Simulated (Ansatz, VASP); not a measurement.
# SiNi: VASP beside Ansatz

Contents of INCAR:

```
SYSTEM = SiNi
ALGO = Normal
EDIFF = 1E-7
ENCUT = 520
GGA = PE
ISIF = 2
ISMEAR = -1
LASPH = .True.
LCHARG = .True.
LELF = .True.
LREAL = .False.
LVHAR = .True.
LWAVE = .False.
NBANDS = 14
NELM = 60
PREC = Accurate
SIGMA = 0.1
```

Contents of KPOINTS:

```
k-points
0
Gamma
  15 15 15
  0 0 0
```

File POSCAR:

```
SiNi
1.0
    2.7203070949      0.0000000000      0.0000000000
    0.0000000000      2.7203070949      0.0000000000
    0.0000000000      0.0000000000      2.7203070949
Ni Si
1 1
Direct
    0.0000000000      0.0000000000      0.0000000000
    0.5000000000      0.5000000000      0.5000000000
```

Input for Ansatz:

```yaml
crystal:
  lattice:
    - [2.7203070949, 0.0, 0.0]
    - [0.0, 2.7203070949, 0.0]
    - [0.0, 0.0, 2.7203070949]
  atoms:
    - { symbol: Ni, position: [0.0, 0.0, 0.0] }
    - { symbol: Si, position: [0.5, 0.5, 0.5] }
kpoints:
  mp_grid: { grid: [15, 15, 15] }
scf:
  occupations: { method: fermi_dirac, width: 0.1 }
hamiltonian:
  xc: pbe
  pseudopotentials: { kind: all_electron, lapw: { basis_error: 0.001 } }
output:
  forces: true
  stress: true
  eigenvalues: true
  populations: true
```

Change from the starting cell: volume scaled by 0.88, LAPW.

Alike in both runs: task single point; functional PBE; k mesh 15 × 15 × 15; occupations fermi-dirac, width 0.1 eV; no spin polarisation.

|  | VASP | Ansatz |
| --- | --- | --- |
| version | VASP 6.6.1 | Ansatz 0.2.0 |
| potentials or method | VASP PAW PBE potentials, release 64 (Ni, Si), cutoff 520 eV | all-electron LAPW, scalar-relativistic |

|  | VASP | Ansatz | Ansatz less VASP |
| --- | --- | --- | --- |
| pressure (GPa) | 30.0 | 30.0 | +0.03 |

Both programs put the cell under a high pressure, so it lies far from rest at this level. Ansatz ran all-electron here, and VASP with PAW potentials.
